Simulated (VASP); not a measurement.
# ZnSe (Stilleite) (F-43m) in VASP: further runs

Runs on ZnSe (Stilleite). Level: r2SCAN+D4. Tasks: single point.

Everything below comes from runs of VASP 6.6.1. Logs are shortened: lines on timing, memory, paths and dates and some standing lists are left out, and cuts for length are marked.

## (1) The cell of the first run

It takes space group F-43m (No. 216, cubic). The conventional cell has a = 5.742 Å, b = 5.742 Å, c = 5.742 Å, α = 90.00°, β = 90.00°, γ = 90.00°. Se (site symmetry -43m) has 4 Zn at 2.49 Å within 3.3 Å. Zn (site symmetry -43m) has 4 Se at 2.49 Å within 3.3 Å.

## (2) Single point, r2SCAN+D4

The input, POSCAR:

```
ZnSe
1.0
    0.0000000000      2.8710911185      2.8710911185
    2.8710911185      0.0000000000      2.8710911185
    2.8710911185      2.8710911185      0.0000000000
Se Zn
1 1
Direct
    0.7500000000      0.7500000000      0.7500000000
    0.0000000000      0.0000000000      0.0000000000
```

The input, INCAR.step1:

```
PREC = Accurate
ENCUT = 520
ISMEAR = -1
SIGMA = 0.05
LREAL = False
LASPH = True
NELM = 80
NBANDS = 16
GGA = PE
ALGO = Normal
EDIFF = 1E-4
LWAVE = True
LCHARG = False
```

The input, INCAR.step2:

```
PREC = Accurate
ENCUT = 520
EDIFF = 1E-6
ISMEAR = -1
SIGMA = 0.05
LREAL = False
LASPH = True
NELM = 80
ALGO = Normal
ISIF = 2
LWAVE = False
LCHARG = False
METAGGA = R2SCAN
LMIXTAU = True
IVDW = 13
VDW_S6 = 1.0
VDW_S8 = 0.6018749
VDW_A1 = 0.51559235
VDW_A2 = 5.77342911
NBANDS = 16
ISTART = 1
```

The input, KPOINTS:

```
regular mesh
0
Gamma
  8 8 8
```

Potentials or basis: VASP PAW PBE potentials, release 64 (Se, Zn).

The run is started by

```sh
> cat potpaw_PBE.64/Se/POTCAR potpaw_PBE.64/Zn/POTCAR > POTCAR
> cp INCAR.step1 INCAR
> mpirun -np 1 vasp_std > vasp.out
> cp INCAR.step2 INCAR
> mpirun -np 1 vasp_std > vasp.out
```

OUTCAR:

```text
PREC = Accurate
   ENCUT = 520
   EDIFF = 1E-6
   ISMEAR = -1
   LREAL = False
   LASPH = True
   NELM = 80
   ISIF = 2
   METAGGA = R2SCAN
   IVDW = 13
   ISTART = 1

 ion  position               nearest neighbor table
   1  0.750  0.750  0.750-   2 2.49   2 2.49   2 2.49   2 2.49
   2  0.000  0.000  0.000-   1 2.49   1 2.49   1 2.49   1 2.49

  LATTYP: Found a face centered cubic cell.
 ALAT       =     5.7421822370

  Lattice vectors:

 A1 = (   0.0000000000,   2.8710911185,   2.8710911185)
 A2 = (   2.8710911185,   0.0000000000,   2.8710911185)
 A3 = (   2.8710911185,   2.8710911185,   0.0000000000)

Analysis of symmetry for initial positions (statically):
=====================================================================
 Subroutine PRICEL returns:
 Original cell was already a primitive cell.

 Routine SETGRP: Setting up the symmetry group for a
 face centered cubic supercell.

 Subroutine GETGRP returns: Found 24 space group operations
 (whereof 24 operations were pure point group operations)
 out of a pool of 48 trial point group operations.

The static configuration has the point symmetry T_d .

Analysis of symmetry for dynamics (positions and initial velocities):
=====================================================================
 Subroutine PRICEL returns:
 Original cell was already a primitive cell.

 Routine SETGRP: Setting up the symmetry group for a
 face centered cubic supercell.

 Subroutine GETGRP returns: Found 24 space group operations
 (whereof 24 operations were pure point group operations)
 out of a pool of 48 trial point group operations.

The dynamic configuration has the point symmetry T_d .

 Subroutine INISYM returns: Found 24 space group operations
 (whereof 24 operations are pure point group operations),
 and found     1 'primitive' translations

----------------------------------------------------------------------------------------

                                     Primitive cell

  volume of cell :      47.3338

  direct lattice vectors                    reciprocal lattice vectors
     0.000000000  2.871091118  2.871091118    -0.174149819  0.174149819  0.174149819
     2.871091118  0.000000000  2.871091118     0.174149819 -0.174149819  0.174149819
     2.871091118  2.871091118  0.000000000     0.174149819  0.174149819 -0.174149819

  length of vectors
     4.060335999  4.060335999  4.060335999     0.301636335  0.301636335  0.301636335

  position of ions in fractional coordinates (direct lattice)
     0.750000000  0.750000000  0.750000000
[... 77 lines left out ...]
   NELM   =     80;   NELMIN=  2; NELMDL=  0     # of ELM steps
   EDIFF  = 0.1E-05   stopping-criterion for ELM
   LREAL  =      F    real-space projection
   EDIFFG = 0.1E-04   stopping-criterion for IOM
   NSW    =      0    number of steps for IOM
   IBRION =     -1    ionic relax: 0-MD 1-quasi-New 2-CG
   NFREE  =      0    steps in history (QN), initial steepest desc. (CG)
   ISIF   =      2    stress and relaxation
   ISYM   =      2    0-nonsym 1-usesym 2-fastsym
   POTIM  = 0.5000    time-step for ionic-motion
   TEBEG  =    0.0;   TEEND  =   0.0 temperature during run
   PSTRESS=    0.0 pullay stress
   NELECT =      18.0000    total number of electrons
   NUPDOWN=      -1.0000    fix difference up-down
   EMIN   =  10.00;   EMAX   =-10.00  energy-range for DOS
   EFERMI =   0.00;   METHOD = LEGACY
   ISMEAR =    -1;   SIGMA  =   0.05  broadening in eV -4-tet -1-fermi 0-gaus
   EFERMI_NEDOS =   21; number of points for ismear=-14 and -15
   IALGO  =     38    algorithm
   IMIX   =      4    mixing-type and parameters
     AMIX     =   0.40;   BMIX     =  1.00
     AMIX_MAG =   1.60;   BMIX_MAG =  1.00
  volume/ion in A,a.u.               =      23.67       159.71
  Fermi-wavevector in a.u.,A,eV,Ry     =   1.186066  2.241339 19.140016  1.406751
  Thomas-Fermi vector in A             =   2.322246
   LORBIT       =      0    0 simple, 1 ext, 2 COOP (PROOUT), +10 PAW based schemes
   METAGGA = R2SCAN    functional components
   LHFCALC =     F    Hartree Fock is set to
   AEXX    =    0.0000 exact exchange contribution
   IVDW    =    13    specifies the selected vdW correction
   LEPSILON=     F    determine dielectric tensor
   LRPA    =     F    only Hartree local field effects (RPA)
 non-spin polarized calculation
  energy-cutoff  :      520.00
  volume of cell :       47.33
 maximum number of plane-waves:      1288
   NGX = 15   NGY = 15   NGZ = 15

 number of electron      18.0000015 magnetization

 Free energy of the ion-electron system (eV)
  ---------------------------------------------------
  ext. energy  EPLUGINS =         0.00000000
  ---------------------------------------------------
  free energy    TOTEN  =       -24.89492599 eV

  energy without entropy =      -24.89492599  energy(sigma->0) =      -24.89492599

 E-fermi :   1.8497     XC(G=0):  -9.7300

 val. band max:        0.9683167155   @ k =   0.0000   0.0000   0.0000
 cond. band min:       2.6666059691   @ k =   0.0000   0.0000   0.0000
 fundamental gap:      1.6982892536
 Fermi energy:         1.8497369441

 k-point     1 :       0.0000    0.0000    0.0000
  band No.  band energies     occupation
      1     -12.4924      2.00000
      2      -5.5935      2.00000
      3      -5.5935      2.00000
      4      -5.5935      2.00000
      5      -5.2244      2.00000
      6      -5.2244      2.00000
[... 433 lines left out ...]
      3      -5.4551      2.00000
      4      -5.2531      2.00000
      5      -5.2182      2.00000
      6      -5.0356      2.00000
[... 8 lines left out ...]
     15      14.2528      0.00000
     16      15.0896      0.00000

 [... further k-points ...]

------------------------ aborting loop because EDIFF is reached ----------------------------------------

  DFT-D4 for vdW energy calculation

  Edisp (eV):   -0.22126

  FORCE on cell =-STRESS in cart. coord.  units (eV):
  Direction    XX          YY          ZZ          XY          YZ          ZX
  --------------------------------------------------------------------------------------
  -------------------------------------------------------------------------------------
  Total      -0.89687    -0.89687    -0.89687    -0.00000    -0.00000    -0.00000
  in kB     -30.35772   -30.35772   -30.35772    -0.00000    -0.00000    -0.00000
  external pressure =      -30.36 kB  Pullay stress =        0.00 kB

 VOLUME and BASIS-vectors are now :
 -----------------------------------------------------------------------------
  energy-cutoff  :      520.00
  volume of cell :       47.33
      direct lattice vectors                 reciprocal lattice vectors
     0.000000000  2.871091118  2.871091118    -0.174149819  0.174149819  0.174149819
     2.871091118  0.000000000  2.871091118     0.174149819 -0.174149819  0.174149819
     2.871091118  2.871091118  0.000000000     0.174149819  0.174149819 -0.174149819

 POSITION                                       TOTAL-FORCE (eV/Angst)
 -----------------------------------------------------------------------------------
      4.30664      4.30664      4.30664        -0.000000     -0.000000     -0.000000
      0.00000      0.00000      0.00000         0.000000      0.000000      0.000000
 -----------------------------------------------------------------------------------
    total drift:                               -0.000016     -0.000016     -0.000016

  FREE ENERGIE OF THE ION-ELECTRON SYSTEM (eV)
  ---------------------------------------------------
  free  energy   TOTEN  =       -25.1161894401 eV

  energy  without entropy=      -25.1161894395  energy(sigma->0) =      -25.11618944
```

Wall time 48 s (1 thread of Intel Xeon 6975P-C (Granite Rapids), shared host); peak memory 0.18 GiB.

Results:

```yaml
Free_energy: -25.1162 eV
Pressure: -3.0 GPa
Band_gap_on_the_k_mesh: 1.70 eV, direct
Dispersion_energy_per_atom: -0.111 eV
```

Caveat: the PAW data sets were made with another functional, which shifts forces and pressure a little. r2SCAN opens gaps a little over a GGA but as a rule still falls short of measured ones.

## (3) Single point, r2SCAN+D4

This run uses another cell than the first one, of 24.12 Å³/atom, 1.019 times its volume.

The input, POSCAR:

```
ZnSe
1.0
    0.0000000000      2.8893788162      2.8893788162
    2.8893788162      0.0000000000      2.8893788162
    2.8893788162      2.8893788162      0.0000000000
Se Zn
1 1
Direct
    0.7500000000      0.7500000000      0.7500000000
    0.0000000000      0.0000000000      0.0000000000
```

The input, INCAR.step1:

```
ALGO     = Normal         # electronic algorithm
EDIFF    = 1E-4           # SCF threshold, eV
ENCUT    = 520            # plane-wave cutoff, eV
GGA      = PE             # functional
ISMEAR   = -1             # smearing method
LASPH    = T              # aspherical terms in the spheres
LCHARG   = F              # write CHGCAR
LREAL    = F              # projectors in reciprocal space
LWAVE    = T              # write WAVECAR
NBANDS   = 16             # bands
NELM     = 100            # most SCF steps
PREC     = Accurate       # precision mode
SIGMA    = 0.05           # smearing width, eV
```

The input, INCAR.step2:

```
ALGO     = Normal         # electronic algorithm
EDIFF    = 1E-6           # SCF threshold, eV
ENCUT    = 520            # plane-wave cutoff, eV
ISIF     = 2              # what is computed and relaxed
ISMEAR   = -1             # smearing method
ISTART   = 1            
IVDW     = 13             # dispersion correction
LASPH    = T              # aspherical terms in the spheres
LCHARG   = T              # write CHGCAR
LELF     = T              # ELF
LMIXTAU  = T            
LREAL    = F              # projectors in reciprocal space
LVHAR    = T            
LWAVE    = F              # write WAVECAR
METAGGA  = R2SCAN         # meta-GGA
NBANDS   = 16             # bands
NELM     = 100            # most SCF steps
PREC     = Accurate       # precision mode
SIGMA    = 0.05           # smearing width, eV
VDW_A1   = 0.51559235   
VDW_A2   = 5.77342911   
VDW_S6   = 1.0          
VDW_S8   = 0.6018749
```

The input, KPOINTS:

```
k-points
0
Gamma
  8 8 8
```

Potentials or basis: VASP PAW PBE potentials, release 64 (Se, Zn).

The run is started by

```sh
> cat potpaw_PBE.64/Se/POTCAR potpaw_PBE.64/Zn/POTCAR > POTCAR
> cp INCAR.step1 INCAR
> mpirun -np 1 vasp_std > vasp.out
> cp INCAR.step2 INCAR
> mpirun -np 1 vasp_std > vasp.out
```

Run time: 46 s. Hardware: 1 thread of Intel Xeon 6975P-C (Granite Rapids), shared host; peak memory 0.18 GiB.

Results (log left out):

| Property | Result |
| --- | --- |
| Free energy | -25.0959 eV |
| Pressure | -4.0 GPa |
| Band gap on the k mesh | 1.62 eV, direct |
| Dispersion energy per atom | -0.109 eV |

Levels at points of the mesh, in eV from the valence-band top:
```csv
k point,band 6,band 7,band 8,band 9,band 10,band 11,band 12,band 13
"(0.00, 0.00, 0.00)",-6.15,0.00,0.00,0.00,1.62,6.33,6.33,6.33
"(0.50, 0.00, 0.00)",-6.02,-4.93,-0.80,-0.80,2.94,6.87,6.87,8.88
"(0.50, 0.50, 0.00)",-5.99,-4.53,-2.02,-2.02,3.46,3.86,11.06,11.65
```

Caveat: the PAW data sets were made with another functional, which shifts forces and pressure a little.
